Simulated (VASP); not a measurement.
# TiSi2 (Cmcm) in VASP: single point with r2SCAN

Aim: the single point of TiSi2 with r2SCAN.

Program: VASP 6.6.1. These are calculated values, not measurements. Logs are shortened: lines on timing, memory, paths and dates and some standing lists are left out, and cuts for length are marked.

## (1) The cell of the first run

It takes space group Cmcm (No. 63, orthorhombic). The conventional cell has a = 3.530 Å, b = 13.519 Å, c = 3.565 Å, α = 90.00°, β = 90.00°, γ = 90.00°. Within 3.6 Å of Ti (site symmetry m2m) lie 10 Si at 2.58 to 2.81 Å and 6 Ti at 3.31 to 3.57 Å. Si (site symmetry m2m) has 6 Si at 2.38 to 3.15 Å and 6 Ti at 2.58 to 2.81 Å within 3.2 Å. Si (site symmetry m2m) has 8 Si at 2.51 to 3.15 Å and 4 Ti at 2.66 to 2.67 Å within 3.3 Å.

## (2) Single point, r2SCAN

Contents of POSCAR:

```
TiSi2
1.0
    1.7651050250     -6.7592815350      0.0000000000
    1.7651050250      6.7592815350      0.0000000000
    0.0000000000      0.0000000000      3.5651739700
Ti Si
2 4
Direct
    0.8968027277      0.1031972723      0.7500000000
    0.1031972723      0.8968027277      0.2500000000
    0.5582792026      0.4417207974      0.7500000000
    0.4417207974      0.5582792026      0.2500000000
    0.2498187205      0.7501812795      0.7500000000
    0.7501812795      0.2498187205      0.2500000000
```

Contents of INCAR.step1:

```
SYSTEM = TiSi2
PREC = Accurate ; ENCUT = 520
ISMEAR = 0 ; SIGMA = 0.1
LREAL = .FALSE. ; LASPH = .TRUE.
NELM = 80 ; NBANDS = 29
GGA = PE ; ALGO = Normal
EDIFF = 1E-4 ; LWAVE = .TRUE.
LCHARG = .FALSE.
```

Contents of INCAR.step2:

```
SYSTEM = TiSi2
PREC = Accurate ; ENCUT = 520
EDIFF = 1E-6 ; ISMEAR = 0
SIGMA = 0.1 ; LREAL = .FALSE.
LASPH = .TRUE. ; NELM = 80
ALGO = Normal ; ISIF = 2
LWAVE = .FALSE. ; LCHARG = .TRUE.
METAGGA = R2SCAN ; LMIXTAU = .TRUE.
LELF = .TRUE. ; LVHAR = .TRUE.
NBANDS = 29 ; ISTART = 1
```

Contents of KPOINTS:

```
Automatic mesh
0
G
  10 10 10
  0 0 0
```

Potentials or basis: VASP PAW PBE potentials, release 64 (Ti_sv, Si).

On the command line:

```sh
$ cat potpaw_PBE.64/Ti_sv/POTCAR potpaw_PBE.64/Si/POTCAR > POTCAR
$ cp INCAR.step1 INCAR
$ mpirun -np 1 vasp_std > vasp.out
$ cp INCAR.step2 INCAR
$ mpirun -np 1 vasp_std > vasp.out
```

OUTCAR:

```text
SYSTEM = TiSi2
   PREC = Accurate
   ENCUT = 520
   EDIFF = 1E-6
   ISMEAR = 0
   LREAL = .FALSE.
   LASPH = .TRUE.
   NELM = 80
   ISIF = 2
   METAGGA = R2SCAN
   ISTART = 1

 ion  position               nearest neighbor table
   1  0.897  0.103  0.750-   4 2.58   4 2.58   4 2.58   4 2.58   5 2.66   5 2.66   6 2.67   6 2.67
                             3 2.81   3 2.81
   2  0.103  0.897  0.250-   3 2.58   3 2.58   3 2.58   3 2.58   6 2.66   6 2.66   5 2.67   5 2.67
                             4 2.81   4 2.81
   3  0.558  0.442  0.750-   4 2.38   4 2.38   2 2.58   2 2.58   2 2.58   2 2.58   1 2.81   1 2.81
                             5 3.13   5 3.13   6 3.15   6 3.15
   4  0.442  0.558  0.250-   3 2.38   3 2.38   1 2.58   1 2.58   1 2.58   1 2.58   2 2.81   2 2.81
                             6 3.13   6 3.13   5 3.15   5 3.15
   5  0.250  0.750  0.750-   6 2.51   6 2.51   6 2.51   6 2.51   1 2.66   1 2.66   2 2.67   2 2.67
                             3 3.13   3 3.13   4 3.15   4 3.15
   6  0.750  0.250  0.250-   5 2.51   5 2.51   5 2.51   5 2.51   2 2.66   2 2.66   1 2.67   1 2.67
                             4 3.13   4 3.13   3 3.15   3 3.15

  LATTYP: Found a base centered orthorhombic cell.
 ALAT       =     3.5302100500
 B/A-ratio  =     3.8293934011
 C/A-ratio  =     1.0099042039

  Lattice vectors:

 A1 = (   1.7651050250,  -6.7592815350,   0.0000000000)
 A2 = (   1.7651050250,   6.7592815350,   0.0000000000)
 A3 = (   0.0000000000,   0.0000000000,   3.5651739700)

Analysis of symmetry for initial positions (statically):
=====================================================================
 Subroutine PRICEL returns:
 Original cell was already a primitive cell.

 Routine SETGRP: Setting up the symmetry group for a
 base centered orthorhombic supercell.

 Subroutine GETGRP returns: Found  8 space group operations
 (whereof  4 operations were pure point group operations)
 out of a pool of  8 trial point group operations.

The static configuration has the point symmetry C_2h.
 The point group associated with its full space group is D_2h.

Analysis of symmetry for dynamics (positions and initial velocities):
=====================================================================
 Subroutine PRICEL returns:
 Original cell was already a primitive cell.

 Routine SETGRP: Setting up the symmetry group for a
 base centered orthorhombic supercell.

 Subroutine GETGRP returns: Found  8 space group operations
 (whereof  4 operations were pure point group operations)
 out of a pool of  8 trial point group operations.

The dynamic configuration has the point symmetry C_2h.
 The point group associated with its full space group is D_2h.

 Subroutine INISYM returns: Found  8 space group operations
 (whereof  4 operations are pure point group operations),
 and found     1 'primitive' translations

----------------------------------------------------------------------------------------

                                     Primitive cell

  volume of cell :      85.0711

  direct lattice vectors                    reciprocal lattice vectors
     1.765105025 -6.759281535  0.000000000     0.283269263 -0.073972359  0.000000000
     1.765105025  6.759281535  0.000000000     0.283269263  0.073972359  0.000000000
     0.000000000  0.000000000  3.565173970     0.000000000  0.000000000  0.280491221

  length of vectors
     6.985948942  6.985948942  3.565173970     0.292768484  0.292768484  0.280491221

  position of ions in fractional coordinates (direct lattice)
     0.896802728  0.103197272  0.750000000
     0.103197272  0.896802728  0.250000000
     0.558279203  0.441720797  0.750000000
     0.441720797  0.558279203  0.250000000
     0.249818721  0.750181279  0.750000000
     0.750181279  0.249818721  0.250000000

  ion indices of the primitive-cell ions
   primitive index   ion index
                 1           1
                 2           2
                 3           3
                 4           4
                 5           5
                 6           6

----------------------------------------------------------------------------------------

 KPOINTS: Automatic mesh

Automatic generation of k-mesh.
 Grid dimensions read from file:
 generate k-points for:   10   10   10

 Generating k-lattice:

  Cartesian coordinates                     Fractional coordinates (reciprocal lattice)
     0.028326926 -0.007397236  0.000000000     0.100000000  0.000000000  0.000000000
     0.028326926  0.007397236  0.000000000     0.000000000  0.100000000  0.000000000
     0.000000000  0.000000000  0.028049122     0.000000000  0.000000000  0.100000000

  Length of vectors
     0.029276848  0.029276848  0.028049122

  Shift w.r.t. Gamma in fractional coordinates (k-lattice)
     0.000000000  0.000000000  0.000000000

 Subroutine IBZKPT returns following result:
 ===========================================

 Found    186 irreducible k-points:

 Following reciprocal coordinates:
            Coordinates               Weight
  0.000000  0.000000  0.000000      1.000000
  0.100000  0.000000  0.000000      4.000000
  0.200000  0.000000  0.000000      4.000000
  0.300000 -0.000000  0.000000      4.000000
  0.400000 -0.000000  0.000000      4.000000
  0.500000 -0.000000  0.000000      2.000000
[... 16 lines left out ...]
  0.300000  0.300000  0.000000      2.000000
  0.400000  0.300000  0.000000      4.000000
 [... further k-points ...]
   k-points           NKPTS =    186   k-points in BZ     NKDIM =    186   number of bands    NBANDS=     29
   number of dos      NEDOS =    301   number of ions     NIONS =      6
   total plane-waves  NPLWV =  81648
   dimension x,y,z NGX =    54 NGY =   54 NGZ =   28
   dimension x,y,z NGXF=   108 NGYF=  108 NGZF=   56
   ions per type =               2   4
   NGX,Y,Z   is equivalent  to a cutoff of  12.85, 12.85, 13.06 a.u.
   NGXF,Y,Z  is equivalent  to a cutoff of  25.70, 25.70, 26.11 a.u.
 SYSTEM =  TiSi2
   PREC   = accura    normal or accurate (medium, high low for compatibility)
   ISTART =      1    job   : 0-new  1-cont  2-samecut
   ICHARG =      0    charge: 1-file 2-atom 10-const
   ISPIN  =      1    spin polarized calculation?
   LNONCOLLINEAR =      F non collinear calculations
   LSORBIT =      F    spin-orbit coupling
   LASPH  =      T    aspherical Exc in radial PAW
   ENCUT  =  520.0 eV  38.22 Ry    6.18 a.u.  12.99 12.99  6.63*2*pi/ulx,y,z
   NELM   =     80;   NELMIN=  2; NELMDL=  0     # of ELM steps
   EDIFF  = 0.1E-05   stopping-criterion for ELM
   LREAL  =      F    real-space projection
   EDIFFG = 0.1E-04   stopping-criterion for IOM
   NSW    =      0    number of steps for IOM
   IBRION =     -1    ionic relax: 0-MD 1-quasi-New 2-CG
   NFREE  =      0    steps in history (QN), initial steepest desc. (CG)
   ISIF   =      2    stress and relaxation
   ISYM   =      2    0-nonsym 1-usesym 2-fastsym
   POTIM  = 0.5000    time-step for ionic-motion
   TEBEG  =    0.0;   TEEND  =   0.0 temperature during run
   PSTRESS=    0.0 pullay stress
   NELECT =      40.0000    total number of electrons
   NUPDOWN=      -1.0000    fix difference up-down
   EMIN   =  10.00;   EMAX   =-10.00  energy-range for DOS
   EFERMI =   0.00;   METHOD = LEGACY
   ISMEAR =     0;   SIGMA  =   0.10  broadening in eV -4-tet -1-fermi 0-gaus
   EFERMI_NEDOS =   21; number of points for ismear=-14 and -15
   IALGO  =     38    algorithm
   IMIX   =      4    mixing-type and parameters
     AMIX     =   0.40;   BMIX     =  1.00
     AMIX_MAG =   1.60;   BMIX_MAG =  1.00
  volume/ion in A,a.u.               =      14.18        95.68
  Fermi-wavevector in a.u.,A,eV,Ry     =   1.273017  2.405653 22.049227  1.620572
  Thomas-Fermi vector in A             =   2.405864
   LORBIT       =      0    0 simple, 1 ext, 2 COOP (PROOUT), +10 PAW based schemes
   METAGGA = R2SCAN    functional components
   LHFCALC =     F    Hartree Fock is set to
   AEXX    =    0.0000 exact exchange contribution
   IVDW    =     0    specifies the selected vdW correction
   LEPSILON=     F    determine dielectric tensor
   LRPA    =     F    only Hartree local field effects (RPA)
 non-spin polarized calculation
 Gauss-broadening in eV      SIGMA  =   0.10
  energy-cutoff  :      520.00
  volume of cell :       85.07
 maximum number of plane-waves:      2319
 NGX is ok and might be reduce to    54
   NGX = 25   NGY = 25   NGZ = 13

 number of electron      40.0000005 magnetization

 Free energy of the ion-electron system (eV)
  ---------------------------------------------------
  ext. energy  EPLUGINS =         0.00000000
  ---------------------------------------------------
  free energy    TOTEN  =       -64.27418046 eV

  energy without entropy =      -64.26769762  energy(sigma->0) =      -64.27093904

 E-fermi :  10.6034     XC(G=0): -12.4361

 val. band max:       10.6030441014   @ k =   0.5000   0.2000   0.0000
 cond. band min:      10.6051211989   @ k =  -0.3000   0.3000   0.1000
 fundamental gap:      0.0020770975
 Fermi energy:        10.6033612108

 k-point     1 :       0.0000    0.0000    0.0000
  band No.  band energies     occupation
      1     -48.6026      2.00000
      2     -48.5927      2.00000
      3     -23.9198      2.00000
      4     -23.8728      2.00000
      5     -23.8670      2.00000
      6     -23.8588      2.00000
[... 21 lines left out ...]
     28      13.7444      0.00000
     29      13.9329      0.00000

 k-point     2 :       0.1000    0.0000    0.0000
  band No.  band energies     occupation
      1     -48.6021      2.00000
      2     -48.5923      2.00000
      3     -23.9184      2.00000
      4     -23.8806      2.00000
      5     -23.8662      2.00000
      6     -23.8658      2.00000
[... 21 lines left out ...]
     28      13.8336      0.00000
     29      13.9790      0.00000

 k-point     3 :       0.2000    0.0000    0.0000
  band No.  band energies     occupation
      1     -48.6009      2.00000
      2     -48.5912      2.00000
      3     -23.9147      2.00000
      4     -23.9009      2.00000
      5     -23.8842      2.00000
      6     -23.8642      2.00000
[... 21 lines left out ...]
     28      13.8537      0.00000
     29      14.4405      0.00000

 k-point     4 :       0.3000   -0.0000    0.0000
  band No.  band energies     occupation
      1     -48.5994      2.00000
      2     -48.5898      2.00000
      3     -23.9264      2.00000
      4     -23.9100      2.00000
      5     -23.9066      2.00000
      6     -23.8617      2.00000
[... 21 lines left out ...]
     28      13.7007      0.00000
     29      14.9401      0.00000

 k-point     5 :       0.4000   -0.0000    0.0000
  band No.  band energies     occupation
      1     -48.5982      2.00000
      2     -48.5887      2.00000
      3     -23.9465      2.00000
      4     -23.9253      2.00000
      5     -23.9058      2.00000
      6     -23.8597      2.00000
[... 21 lines left out ...]
     28      13.8330      0.00000
     29      14.3544      0.00000
[... 510 lines left out ...]
     28      14.1835      0.00000
     29      14.6438      0.00000

 k-point    22 :      -0.2000    0.2000    0.0000
  band No.  band energies     occupation
      1     -48.6025      2.00000
      2     -48.5928      2.00000
      3     -23.9176      2.00000
      4     -23.8730      2.00000
      5     -23.8668      2.00000
      6     -23.8585      2.00000
[... 21 lines left out ...]
     28      14.2170      0.00000
     29      14.4972      0.00000

 k-point    23 :       0.3000    0.3000    0.0000
  band No.  band energies     occupation
      1     -48.5981      2.00000
      2     -48.5888      2.00000
      3     -23.9468      2.00000
      4     -23.9251      2.00000
      5     -23.9044      2.00000
      6     -23.8596      2.00000
[... 21 lines left out ...]
     28      13.9359      0.00000
     29      14.1346      0.00000

 k-point    24 :       0.4000    0.3000    0.0000
  band No.  band energies     occupation
      1     -48.5993      2.00000
      2     -48.5899      2.00000
      3     -23.9271      2.00000
      4     -23.9069      2.00000
      5     -23.9059      2.00000
      6     -23.8614      2.00000
[... 21 lines left out ...]
     28      14.1161      0.00000
     29      14.2006      0.00000

 [... further k-points ...]
[... 5 lines left out ...]
  --------------------------------------------------------------------------------------
  -------------------------------------------------------------------------------------
  Total        0.0308792      0.1260321      0.0368132      0.0000000     -0.0000000      0.0000000
  in kB        0.5815601      2.3736127      0.6933183      0.0000000     -0.0000000      0.0000000
  external PRESSURE =       1.2161637 kB  Pullay stress =       0.0000000 kB

 VOLUME and BASIS-vectors are now :
 -----------------------------------------------------------------------------
  energy-cutoff  :      520.00
  volume of cell :       85.07
      direct lattice vectors                 reciprocal lattice vectors
     1.765105025 -6.759281535  0.000000000     0.283269263 -0.073972359  0.000000000
     1.765105025  6.759281535  0.000000000     0.283269263  0.073972359  0.000000000
     0.000000000  0.000000000  3.565173970     0.000000000  0.000000000  0.280491221

 POSITION                                       TOTAL-FORCE (eV/Angst)
 -----------------------------------------------------------------------------------
      1.76511     -5.36420      2.67388         0.000000     -0.000429      0.000000
      1.76511      5.36420      0.89129         0.000000      0.000429     -0.000000
      1.76511     -0.78785      2.67388         0.000000      0.015814     -0.000000
      1.76511      0.78785      0.89129         0.000000     -0.015814     -0.000000
      1.76511      3.38209      2.67388         0.000000     -0.003277     -0.000000
      1.76511     -3.38209      0.89129         0.000000      0.003277     -0.000000
 -----------------------------------------------------------------------------------
    total drift:                                0.000000      0.000000      0.000000

  FREE ENERGIE OF THE ION-ELECTRON SYSTEM (eV)
  ---------------------------------------------------
  free  energy   TOTEN  =       -64.2741804596 eV

  energy  without entropy=      -64.2676976244  energy(sigma->0) =      -64.27093904
```

Wall time 32 min (1 thread of Intel Xeon Platinum 8488C (Sapphire Rapids), shared host); peak memory 0.56 GiB.

Results:

| Quantity | Value |
| --- | --- |
| Free energy | -64.2742 eV |
| Pressure | 0.1 GPa |
| Largest force | 0.016 eV/Å |
| Band gap on the k mesh | zero (bands 20 and 21 overlap by 1.03 eV) |

Forces in eV/Å, atoms in the order of the input:
```
Ti   0.000  0.000  0.000
Ti   0.000  0.000  0.000
Si   0.000  0.016  0.000
Si   0.000 -0.016  0.000
Si   0.000 -0.003  0.000
Si   0.000  0.003  0.000
```

Stress tensor (GPa, compression positive):
```
0.06 0.00 0.00
0.00 0.24 0.00
0.00 0.00 0.07
```

Caveat: the PAW data sets were made with another functional, which shifts forces and pressure a little.
